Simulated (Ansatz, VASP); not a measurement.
**Ge: VASP beside Ansatz**

File INCAR:

```
SYSTEM = Ge
  ALGO = Normal
  EDIFF = 1E-7
  ENCUT = 520
  ISIF = 2
  ISMEAR = 0
  LASPH = .True.
  LCHARG = .False.
  LREAL = .False.
  LWAVE = .False.
  NBANDS = 21
  NELM = 60
  PREC = Accurate
  SIGMA = 0.1
```

KPOINTS

```
k-points
0
Gamma
  14 14 14
  0 0 0
```

Contents of POSCAR:

```
Ge
1.0
    0.0000000000      2.8378823612      2.8378823612
    2.8378823612      0.0000000000      2.8378823612
    2.8378823612      2.8378823612      0.0000000000
Ge
2
Direct
    0.0000000000      0.0000000000      0.0000000000
    0.2500000000      0.2500000000      0.2500000000
```

Input for Ansatz:

```yaml
crystal:
  lattice:
    - [0.0, 2.8378823612, 2.8378823612]
    - [2.8378823612, 0.0, 2.8378823612]
    - [2.8378823612, 2.8378823612, 0.0]
  atoms:
    - { symbol: Ge, position: [0.0, 0.0, 0.0] }
    - { symbol: Ge, position: [0.25, 0.25, 0.25] }
basis:
  ecutwfc: 420
kpoints:
  mp_grid: { grid: [14, 14, 14] }
  band_path:
    path:
      - [0.0, 0.0, 0.0]
      - [0.5, 0.0, 0.5]
      - [0.625, 0.25, 0.625]
      - [0.375, 0.375, 0.75]
      - [0.5, 0.5, 0.5]
      - [0.5, 0.25, 0.75]
    npoints: 1
hamiltonian:
  xc: lda
scf:
  occupations: { method: gaussian, width: 0.1 }
  n_extra_bands: 4
output:
  forces: true
  stress: true
  eigenvalues: true
```

Alike in both runs: task single point; functional LDA; k mesh 14 × 14 × 14; occupations gaussian, width 0.1 eV; no spin polarisation.

|  | VASP | Ansatz |
| --- | --- | --- |
| version | VASP 6.6.1 | Ansatz 0.2.0 |
| potentials or method | VASP PAW LDA potentials, release 64 (Ge_d), cutoff 520 eV | scalar-relativistic, plane waves, PAW |
| valence electrons in the cell | 28 | 28 |

Ansatz gave:

- gap on the k mesh at the Fermi level (eV): none
- pressure (GPa): -1.9

Problem. Estimate VASP's values.

Solution. gap on the k mesh at the Fermi level (eV): none; pressure (GPa): -1.8.

LDA's correlation is that of Perdew and Zunger in VASP and of Perdew and Wang (1992) in Ansatz. A gap of «none» marks a metal or a gap that the smearing closes.
